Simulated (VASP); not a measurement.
Input of a VASP 6.6.1 run:

INCAR

```
SYSTEM = Zr
PREC = Accurate ; ENCUT = 500
EDIFF = 1E-6 ; ISMEAR = -1
SIGMA = 0.1 ; LREAL = .FALSE.
LASPH = .TRUE. ; NELM = 120
ALGO = Normal ; ISIF = 2
LWAVE = .FALSE. ; LCHARG = .FALSE.
GGA = PE ; NBANDS = 19
ISYM = 0 ; GGA_COMPAT = .FALSE.
```

The input KPOINTS:

```
regular mesh
0
G
  12 12 8
  0 0 0
```

File POSCAR:

```
Zr
1.0
   -1.7855941814      2.1727305579      1.5918113791
    2.1727305579     -1.7855941814      1.5918113791
    3.6071645008      3.6071645008     -0.8827703965
Zr
2
Direct
    0.0415916982      0.9584083018      0.0000000000
    0.7084083018      0.2915916982      0.5000000000
```

Potentials or basis: VASP PAW PBE potentials, release 64 (Zr_sv).

Launch:

```bash
$ cat potpaw_PBE.64/Zr_sv/POTCAR > POTCAR
$ mpirun -np 1 vasp_std > vasp.out
```

(1) Predict the band gap on the k mesh.

(2) Predict the pressure.

## Answers

(1) zero (bands 12 and 13 overlap by 1.07 eV).

(2) 0.1 GPa.
